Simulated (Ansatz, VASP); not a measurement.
**Ge, level by level in two programs**

```
Ge
1.0
    -2.49590    2.65086    1.43695
     2.49590   -2.65086    1.43695
     2.49590    2.65086   -1.43695
Ge
2
Direct
  0.31406 0.06406 0.25000
  0.68594 0.93594 0.75000
```

Single points on this cell with VASP 6.6.1 and Ansatz 0.2.0. Each row is one pair of runs. Alike in all rows: spin: off; k mesh: 11 × 11 × 11.

```tsv
level	smearing	VASP's potentials, cutoff	Ansatz's potentials, cutoff	gap on the k mesh at the Fermi level (eV), VASP	gap on the k mesh at the Fermi level (eV), Ansatz	pressure (GPa), VASP	pressure (GPa), Ansatz	rms of the force components (eV/Å), VASP	rms of the force components (eV/Å), Ansatz
PBE	gaussian, width 0.013 eV	VASP PAW PBE potentials, release 64 (Ge_d), 500 eV	Ansatz PAW, 420 eV	none	none	0.9	1.1	0.036	0.036
PBE	gaussian, width 0.014 eV	VASP PAW PBE potentials, release 64 (Ge_d), 500 eV	Ansatz PAW, 420 eV	none	none	0.9	1.1	0.036	0.036
PBE	gaussian, width 0.015 eV	VASP PAW PBE potentials, release 64 (Ge_d), 500 eV	Ansatz PAW, 420 eV	none	none	0.9	1.1	0.036	0.036
PBE	gaussian, width 0.016 eV	VASP PAW PBE potentials, release 64 (Ge_d), 500 eV	Ansatz PAW, 420 eV	none	none	0.9	1.1	0.036	0.036
PBE	gaussian, width 0.017 eV	VASP PAW PBE potentials, release 64 (Ge_d), 500 eV	Ansatz PAW, 420 eV	none	none	0.9	1.1	0.036	0.036
PBE	gaussian, width 0.018 eV	VASP PAW PBE potentials, release 64 (Ge_d), 500 eV	Ansatz PAW, 420 eV	none	none	0.9	1.1	0.036	0.036
PBE	gaussian, width 0.019 eV	VASP PAW PBE potentials, release 64 (Ge_d), 500 eV	Ansatz PAW, 420 eV	none	none	0.9	1.1	0.036	0.036
r2SCAN	fermi-dirac, width 0.05 eV	VASP PAW PBE potentials, release 64 (Ge_d), 520 eV	Ansatz PAW, 500 eV	none	none	-1.5	-1.3	0.052	0.055
```

Pressure (GPa): the two programs differ by at most 0.21; rms of the force components (eV/Å): the two programs differ by at most 0.0026.

A gap of «none» marks a metal or a gap that the smearing closes.
